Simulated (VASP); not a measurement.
# Al (P6_3/mmc) in VASP: notebook

Al is run at these levels: PBEsol+D3(BJ); tasks: single point.

Everything below comes from runs of VASP 6.6.1. Logs are shortened: lines on timing, memory, paths and dates and some standing lists are left out, and cuts for length are marked.

## (1) The cell of the first run

The structure is hexagonal, space group P6_3/mmc (No. 194). Conventional cell: a = 2.890 Å, b = 2.890 Å, c = 9.499 Å, α = 90.00°, β = 90.00°, γ = 120.00°. Al (site symmetry -3m) has 12 Al at 2.89 to 2.90 Å within 3.8 Å. Al (site symmetry -6m2) has 12 Al at 2.89 to 2.90 Å within 3.8 Å.

This isn't the form of Al at room conditions, which is fcc.

## (2) Single point, PBEsol+D3(BJ) (17.18 Å³/atom)

Input file INCAR:

```
ALGO = Fast
EDIFF = 1E-7
ENCUT = 520
GGA = PS
ISIF = 2
ISMEAR = 0
IVDW = 12
LASPH = T
LCHARG = F
LREAL = F
LWAVE = F
NBANDS = 14
NELM = 60
PREC = Accurate
SIGMA = 0.1
```

Input file KPOINTS:

```
k-points
0
Gamma
  18 18 6
```

Input file POSCAR:

```
Al
1.0
    2.8900702085      0.0000000000      0.0000000000
   -1.4450351043      2.5028742192      0.0000000000
    0.0000000000      0.0000000000      9.4992197903
Al
4
Direct
    0.0000000000      0.0000000000      0.0000000000
    0.3333333333      0.6666666667      0.2500000000
    0.0000000000      0.0000000000      0.5000000000
    0.6666666667      0.3333333333      0.7500000000
```

Potentials or basis: VASP PAW PBE potentials, release 64 (Al).

The run is started by

```sh
> cat potpaw_PBE.64/Al/POTCAR > POTCAR
> mpirun -np 1 vasp_std > vasp.out
```

OUTCAR:

```text
EDIFF = 1E-7
   ENCUT = 520
   GGA = PS
   ISIF = 2
   ISMEAR = 0
   IVDW = 12
   LASPH = T
   LREAL = F
   NELM = 60
   PREC = Accurate
 IVDW          = 12

 ion  position               nearest neighbor table
   1  0.000  0.000  0.000-   2 2.90   4 2.90   2 2.90   4 2.90   4 2.90   2 2.90
   2  0.333  0.667  0.250-   1 2.90   3 2.90   1 2.90   3 2.90   1 2.90   3 2.90
   3  0.000  0.000  0.500-   2 2.90   4 2.90   2 2.90   4 2.90   4 2.90   2 2.90
   4  0.667  0.333  0.750-   1 2.90   3 2.90   1 2.90   3 2.90   1 2.90   3 2.90

  LATTYP: Found a hexagonal cell.
 ALAT       =     2.8900702085
 C/A-ratio  =     3.2868474137

  Lattice vectors:

 A1 = (   2.8900702085,   0.0000000000,   0.0000000000)
 A2 = (  -1.4450351043,   2.5028742192,   0.0000000000)
 A3 = (   0.0000000000,   0.0000000000,   9.4992197903)

Analysis of symmetry for initial positions (statically):
=====================================================================
 Subroutine PRICEL returns:
 Original cell was already a primitive cell.

 Routine SETGRP: Setting up the symmetry group for a
 hexagonal supercell.

 Subroutine GETGRP returns: Found 24 space group operations
 (whereof 12 operations were pure point group operations)
 out of a pool of 24 trial point group operations.

The static configuration has the point symmetry D_3d.
 The point group associated with its full space group is D_6h.

Analysis of symmetry for dynamics (positions and initial velocities):
=====================================================================
 Subroutine PRICEL returns:
 Original cell was already a primitive cell.

 Routine SETGRP: Setting up the symmetry group for a
 hexagonal supercell.

 Subroutine GETGRP returns: Found 24 space group operations
 (whereof 12 operations were pure point group operations)
 out of a pool of 24 trial point group operations.

The dynamic configuration has the point symmetry D_3d.
 The point group associated with its full space group is D_6h.

 Subroutine INISYM returns: Found 24 space group operations
 (whereof 12 operations are pure point group operations),
 and found     1 'primitive' translations

----------------------------------------------------------------------------------------

                                     Primitive cell

  volume of cell :      68.7124

  direct lattice vectors                    reciprocal lattice vectors
     2.890070209  0.000000000  0.000000000     0.346012355  0.199770327  0.000000000
    -1.445035104  2.502874219  0.000000000     0.000000000  0.399540653  0.000000000
     0.000000000  0.000000000  9.499219790     0.000000000  0.000000000  0.105271804

  length of vectors
     2.890070209  2.890070208  9.499219790     0.399540653  0.399540653  0.105271804

  position of ions in fractional coordinates (direct lattice)
     0.000000000  0.000000000  0.000000000
     0.333333333  0.666666667  0.250000000
     0.000000000  0.000000000  0.500000000
     0.666666667  0.333333333  0.750000000

  ion indices of the primitive-cell ions
   primitive index   ion index
                 1           1
                 2           2
                 3           3
                 4           4

----------------------------------------------------------------------------------------

 KPOINTS: k-points

Automatic generation of k-mesh.
 Grid dimensions read from file:
 generate k-points for:   18   18    6

 Generating k-lattice:

  Cartesian coordinates                     Fractional coordinates (reciprocal lattice)
     0.019222909  0.011098351  0.000000000     0.055555556  0.000000000  0.000000000
     0.000000000  0.022196703  0.000000000     0.000000000  0.055555556  0.000000000
     0.000000000  0.000000000  0.017545301     0.000000000  0.000000000  0.166666667

  Length of vectors
     0.022196703  0.022196703  0.017545301

  Shift w.r.t. Gamma in fractional coordinates (k-lattice)
     0.000000000  0.000000000  0.000000000

 Subroutine IBZKPT returns following result:
 ===========================================

 Found    148 irreducible k-points:

 Following reciprocal coordinates:
            Coordinates               Weight
  0.000000  0.000000  0.000000      1.000000
  0.055556  0.000000  0.000000      6.000000
  0.111111  0.000000  0.000000      6.000000
  0.166667  0.000000  0.000000      6.000000
  0.222222  0.000000  0.000000      6.000000
  0.277778  0.000000  0.000000      6.000000
[... 16 lines left out ...]
  0.333333  0.111111  0.000000     12.000000
  0.388889  0.111111  0.000000     12.000000
 [... further k-points ...]
   k-points           NKPTS =    148   k-points in BZ     NKDIM =    148   number of bands    NBANDS=     14
   number of dos      NEDOS =    301   number of ions     NIONS =      4
   total plane-waves  NPLWV =  41472
   dimension x,y,z NGX =    24 NGY =   24 NGZ =   72
   dimension x,y,z NGXF=    48 NGYF=   48 NGZF=  144
   ions per type =               4
   NGX,Y,Z   is equivalent  to a cutoff of  13.81, 13.81, 12.60 a.u.
   NGXF,Y,Z  is equivalent  to a cutoff of  27.61, 27.61, 25.20 a.u.
 SYSTEM =  unknown system
   PREC   = accura    normal or accurate (medium, high low for compatibility)
   ISTART =      0    job   : 0-new  1-cont  2-samecut
   ICHARG =      2    charge: 1-file 2-atom 10-const
   ISPIN  =      1    spin polarized calculation?
   LNONCOLLINEAR =      F non collinear calculations
   LSORBIT =      F    spin-orbit coupling
   LASPH  =      T    aspherical Exc in radial PAW
   ENCUT  =  520.0 eV  38.22 Ry    6.18 a.u.   5.37  5.37 17.66*2*pi/ulx,y,z
   NELM   =     60;   NELMIN=  2; NELMDL= -5     # of ELM steps
   EDIFF  = 0.1E-06   stopping-criterion for ELM
   LREAL  =      F    real-space projection
   EDIFFG = 0.1E-05   stopping-criterion for IOM
   NSW    =      0    number of steps for IOM
   IBRION =     -1    ionic relax: 0-MD 1-quasi-New 2-CG
   NFREE  =      0    steps in history (QN), initial steepest desc. (CG)
   ISIF   =      2    stress and relaxation
   ISYM   =      2    0-nonsym 1-usesym 2-fastsym
   POTIM  = 0.5000    time-step for ionic-motion
   TEBEG  =    0.0;   TEEND  =   0.0 temperature during run
   PSTRESS=    0.0 pullay stress
   NELECT =      12.0000    total number of electrons
   NUPDOWN=      -1.0000    fix difference up-down
   EMIN   =  10.00;   EMAX   =-10.00  energy-range for DOS
   EFERMI =   0.00;   METHOD = LEGACY
   ISMEAR =     0;   SIGMA  =   0.10  broadening in eV -4-tet -1-fermi 0-gaus
   EFERMI_NEDOS =   21; number of points for ismear=-14 and -15
   IALGO  =     68    algorithm
   IMIX   =      4    mixing-type and parameters
     AMIX     =   0.40;   BMIX     =  1.00
     AMIX_MAG =   1.60;   BMIX_MAG =  1.00
  volume/ion in A,a.u.               =      17.18       115.92
  Fermi-wavevector in a.u.,A,eV,Ry     =   0.915075  1.729241 11.393011  0.837363
  Thomas-Fermi vector in A             =   2.039775
   LORBIT       =      0    0 simple, 1 ext, 2 COOP (PROOUT), +10 PAW based schemes
   GGA     = PS    functional components
   LHFCALC =     F    Hartree Fock is set to
   AEXX    =    0.0000 exact exchange contribution
   IVDW    =    12    specifies the selected vdW correction
   LEPSILON=     F    determine dielectric tensor
   LRPA    =     F    only Hartree local field effects (RPA)
 non-spin polarized calculation
 RMM-DIIS sequential band-by-band and
 Gauss-broadening in eV      SIGMA  =   0.10
  energy-cutoff  :      520.00
  volume of cell :       68.71
 maximum number of plane-waves:      1907
 NGX is ok and might be reduce to    24
   NGX = 11   NGY = 11   NGZ = 35

 number of electron      12.0000000 magnetization

 Free energy of the ion-electron system (eV)
  ---------------------------------------------------
  ext. energy  EPLUGINS =         0.00000000
  ---------------------------------------------------
  free energy    TOTEN  =       -16.27284390 eV

  energy without entropy =      -16.26521924  energy(sigma->0) =      -16.26903157

 E-fermi :   7.5327     XC(G=0): -10.1117

 val. band max:        7.5139050320   @ k =   0.2778   0.2222   0.0000
 cond. band min:       7.5438018709   @ k =   0.3333   0.0556   0.1667
 fundamental gap:      0.0298968389
 Fermi energy:         7.5326788492

 k-point     1 :       0.0000    0.0000    0.0000
  band No.  band energies     occupation
      1      -3.3191      2.00000
      2      -1.6912      2.00000
      3      -1.6846      2.00000
      4       3.0699      2.00000
      5       3.1373      2.00000
      6      10.7699      0.00000
      7      10.7800      0.00000
      8      17.9583      0.00000
      9      17.9583      0.00000
     10      18.1892      0.00000
     11      18.1892      0.00000
     12      19.2129      0.00000
     13      19.2261      0.00000
     14      19.4490      0.00000

 k-point     2 :       0.0556    0.0000    0.0000
  band No.  band energies     occupation
      1      -3.2462      2.00000
      2      -1.6190      2.00000
      3      -1.6125      2.00000
      4       3.1376      2.00000
      5       3.2088      2.00000
      6      10.8299      0.00000
      7      10.8421      0.00000
      8      16.4309      0.00000
      9      17.0136      0.00000
     10      17.7492      0.00000
     11      17.8382      0.00000
     12      18.3497      0.00000
     13      18.3580      0.00000
     14      18.4011      0.00000
[... 343 lines left out ...]
      1       0.4231      2.00000
      2       2.0088      2.00000
      3       2.0097      2.00000
      4       5.3623      2.00000
      5       6.4446      2.00000
      6       6.6837      2.00000
      7       7.1904      2.00000
      8       7.3191      1.99747
      9      10.3012      0.00000
     10      11.3762      0.00000
     11      11.6561      0.00000
     12      12.0100      0.00000
     13      12.2678      0.00000
     14      14.4004      0.00000

 k-point    24 :       0.3889    0.1111    0.0000
  band No.  band energies     occupation
      1       1.4834      2.00000
      2       3.0420      2.00000
      3       3.0510      2.00000
      4       3.9890      2.00000
      5       5.5555      2.00000
      6       5.5968      2.00000
      7       7.6570      0.07876
      8       7.8976      0.00000
      9       9.8337      0.00000
     10      10.0813      0.00000
     11      10.7816      0.00000
     12      11.7526      0.00000
     13      11.9082      0.00000
     14      15.2285      0.00000

 [... further k-points ...]

------------------------ aborting loop because EDIFF is reached ----------------------------------------

 Edisp (eV)   -1.21865

 E8    (eV) :    -0.8206

  FORCE on cell =-STRESS in cart. coord.  units (eV):
  Direction    XX          YY          ZZ          XY          YZ          ZX
  --------------------------------------------------------------------------------------
  -------------------------------------------------------------------------------------
  Total      -2.98400    -2.98400    -2.95365     0.00000     0.00000     0.00000
  in kB     -69.57843   -69.57843   -68.87075     0.00000     0.00000     0.00000
  external pressure =      -69.34 kB  Pullay stress =        0.00 kB

 VOLUME and BASIS-vectors are now :
 -----------------------------------------------------------------------------
  energy-cutoff  :      520.00
  volume of cell :       68.71
      direct lattice vectors                 reciprocal lattice vectors
     2.890070209  0.000000000  0.000000000     0.346012355  0.199770327  0.000000000
    -1.445035104  2.502874219  0.000000000     0.000000000  0.399540653  0.000000000
     0.000000000  0.000000000  9.499219790     0.000000000  0.000000000  0.105271804

 POSITION                                       TOTAL-FORCE (eV/Angst)
 -----------------------------------------------------------------------------------
      0.00000      0.00000      0.00000        -0.000000      0.000000      0.000000
     -0.00000      1.66858      2.37480         0.000000     -0.000000     -0.000000
      0.00000      0.00000      4.74961        -0.000000      0.000000      0.000000
      1.44504      0.83429      7.12441        -0.000000      0.000000     -0.000000
 -----------------------------------------------------------------------------------
    total drift:                               -0.000000      0.000000      0.000000

  FREE ENERGIE OF THE ION-ELECTRON SYSTEM (eV)
  ---------------------------------------------------
  free  energy   TOTEN  =       -17.4914892503 eV

  energy  without entropy=      -17.4838645920  energy(sigma->0) =      -17.48767692
```

Wall time 2.7 min (1 thread of Intel Xeon 8259CL, shared host); peak memory 0.27 GiB.

Results:

| Quantity | Value |
| --- | --- |
| Free energy | -17.4915 eV |
| Pressure | -6.9 GPa |
| Band gap on the k mesh | zero (bands 6 and 7 overlap by 5.28 eV) |
| Dispersion energy per atom | -0.305 eV |

Levels at points of the mesh, in eV from the Fermi level:
| k point | band 4 | band 5 | band 6 | band 7 | band 8 | band 9 |
| --- | --- | --- | --- | --- | --- | --- |
| (0.00, 0.00, 0.00) | -4.46 | -4.40 | 3.24 | 3.25 | 10.43 | 10.43 |
| (0.50, 0.00, 0.00) | -3.70 | -3.29 | -3.17 | 0.84 | 1.17 | 1.31 |
| (0.00, 0.00, 0.50) | -7.21 | -0.93 | -0.93 | 7.96 | 7.96 | 10.73 |
| (0.50, 0.00, 0.50) | -4.62 | -1.80 | -1.80 | -1.19 | -1.19 | 4.36 |

Caveat: the cell stands under tension; the PAW data sets were made with another functional, which shifts forces and pressure a little.

## (3) Single point, PBEsol+D3(BJ) (13.74 Å³/atom)

This run uses another cell than the first one, of 13.74 Å³/atom.

Input file INCAR:

```
  PREC = Accurate
  ENCUT = 520
  EDIFF = 1E-6
  ISMEAR = 0
  SIGMA = 0.1
  LREAL = F
  LASPH = T
  NELM = 100
  ALGO = Normal
  ISIF = 2
  LWAVE = F
  LCHARG = T
  GGA = PS
  IVDW = 12
  LELF = T
  LVHAR = T
  NBANDS = 14
```

Input file KPOINTS:

```
regular mesh
0
Gamma
  18 18 6
```

Input file POSCAR:

```
Al
1.0
    2.6842667423      0.0000000000      0.0000000000
   -1.3421333712      2.3246431894      0.0000000000
    0.0000000000      0.0000000000      8.8093399298
Al
4
Direct
    0.0000000000      0.0000000000      0.0000000000
    0.3333333333      0.6666666667      0.2500000000
    0.0000000000      0.0000000000      0.5000000000
    0.6666666667      0.3333333333      0.7500000000
```

Potentials or basis: VASP PAW PBE potentials, release 64 (Al).

The run is started by

```sh
> cat potpaw_PBE.64/Al/POTCAR > POTCAR
> mpirun -np 1 vasp_std > vasp.out
```

Wall time 2.2 min (1 thread of Intel Xeon 8259CL, shared host); peak memory 0.23 GiB.

Results (log left out):

```
Free energy                : -17.3176 eV
Pressure                   : 15.2 GPa
Band gap on the k mesh     : zero (bands 6 and 7 overlap by 5.84 eV)
Dispersion energy per atom : -0.382 eV
```

Levels at points of the mesh, in eV from the Fermi level:
```csv
k point,band 3,band 4,band 5,band 6,band 7,band 8,band 9,band 10
"(0.00, 0.00, 0.00)",-10.53,-5.34,-4.68,3.74,3.75,12.13,12.13,12.20
"(0.50, 0.00, 0.00)",-4.43,-4.40,-3.50,-3.47,0.79,1.12,1.69,2.03
"(0.00, 0.00, 0.50)",-8.22,-8.22,-0.99,-0.99,9.08,9.08,12.36,12.36
"(0.50, 0.00, 0.50)",-5.26,-5.26,-2.02,-2.02,-1.29,-1.29,4.93,4.93
```

Caveat: the cell stands under pressure; the PAW data sets were made with another functional, which shifts forces and pressure a little.

## (4) Single point, PBEsol+D3(BJ) (14.21 Å³/atom)

This run uses another cell than the first one, of 14.21 Å³/atom.

Input file INCAR:

```
PREC = Accurate
ENCUT = 520
EDIFF = 1E-7
ISMEAR = 0
SIGMA = 0.1
LREAL = False
LASPH = True
NELM = 60
ALGO = Fast
ISIF = 2
LWAVE = False
LCHARG = False
GGA = PS
IVDW = 12
NBANDS = 14
```

Input file KPOINTS:

```
Automatic mesh
0
Gamma
  18 18 6
```

Input file POSCAR:

```
Al
1.0
    2.7144295674      0.0000000000      0.0000000000
   -1.3572147837      2.3507649622      0.0000000000
    0.0000000000      0.0000000000      8.9083295627
Al
4
Direct
    0.0000000000      0.0000000000      0.0000000000
    0.3333333333      0.6666666667      0.2500000000
    0.0000000000      0.0000000000      0.5000000000
    0.6666666667      0.3333333333      0.7500000000
```

The run is started by

```sh
> cat potpaw_PBE.64/Al/POTCAR > POTCAR
> mpirun -np 1 vasp_std > vasp.out
```

Wall time 3.4 min (1 thread of Intel Xeon 8259CL, shared host); peak memory 0.23 GiB.

The run converged. Its results:

```
Free energy                : -17.4672 eV
Pressure                   : 10.5 GPa
Band gap on the k mesh     : zero (bands 6 and 7 overlap by 5.77 eV)
Dispersion energy per atom : -0.369 eV
```

Levels at points of the mesh, in eV from the Fermi level:
```tsv
k point	band 3	band 4	band 5	band 6	band 7	band 8	band 9	band 10
(0.00, 0.00, 0.00)	-10.32	-5.21	-4.63	3.67	3.68	11.91	11.91	11.93
(0.50, 0.00, 0.00)	-4.32	-4.31	-3.45	-3.44	0.79	1.15	1.61	1.95
(0.00, 0.00, 0.50)	-8.06	-8.06	-0.98	-0.98	8.91	8.91	12.15	12.15
(0.50, 0.00, 0.50)	-5.18	-5.18	-1.99	-1.99	-1.27	-1.27	4.89	4.89
```

Caveat: the cell stands under pressure; the PAW data sets were made with another functional, which shifts forces and pressure a little.

(Continued in part 2 of 2.)

The gap in the log of VASP goes by the Fermi energy; the results here count the filled bands.